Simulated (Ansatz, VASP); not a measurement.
**Two plane-wave programs on KCl**

File POSCAR:

```
KCl
1.0
    0.0000000000      3.5072828304      3.5072828304
    3.5072828304      0.0000000000      3.5072828304
    3.5072828304      3.5072828304      0.0000000000
K Cl
1 1
Direct
    0.0000000000      0.0000000000      0.0000000000
    0.2500000000      0.2500000000      0.2500000000
```

The input INCAR.step1:

```
ALGO = Normal
EDIFF = 1E-4
ENCUT = 520
GGA = PE
ISMEAR = 0
LASPH = True
LCHARG = False
LREAL = False
LWAVE = True
NBANDS = 15
NELM = 100
PREC = Accurate
SIGMA = 0.01
```

INCAR.step2

```
ALGO = Normal
EDIFF = 1E-6
ENCUT = 520
ISIF = 2
ISMEAR = 0
ISTART = 1
LASPH = True
LCHARG = True
LELF = True
LMIXTAU = True
LREAL = False
LVHAR = True
LWAVE = False
METAGGA = R2SCAN
NBANDS = 15
NELM = 100
PREC = Accurate
SIGMA = 0.01
```

Contents of KPOINTS:

```
k-points
0
Gamma
  4 4 4
```

Input for Ansatz:

```yaml
crystal:
  lattice:
    - [0.0, 3.5072828304, 3.5072828304]
    - [3.5072828304, 0.0, 3.5072828304]
    - [3.5072828304, 3.5072828304, 0.0]
  atoms:
    - { symbol: K, position: [0.0, 0.0, 0.0] }
    - { symbol: Cl, position: [0.25, 0.25, 0.25] }
kpoints:
  mp_grid: { grid: [4, 4, 4] }
hamiltonian:
  xc: r2scan
scf:
  occupations: { method: fixed }
  n_extra_bands: 4
output:
  forces: true
  stress: true
  eigenvalues: true
basis:
  ecutwfc: 900
```

Alike in both runs: task single point; functional r2SCAN; k mesh 4 × 4 × 4; no spin polarisation.

```csv
,VASP,Ansatz
version,VASP 6.6.1,Ansatz 0.2.0
potentials or method,"VASP PAW PBE potentials, release 64 (K_sv, Cl), cutoff 520 eV",plane waves
occupations,"gaussian, width 0.01 eV",fixed
valence electrons in the cell,16,16
```

```csv
,VASP,Ansatz,Ansatz less VASP
gap on the k mesh at the Fermi level (eV),5.35,5.35,-0.002
pressure (GPa),0.0,0.0,+0.01
```

VASP's potentials were made for PBE, not for r2SCAN.
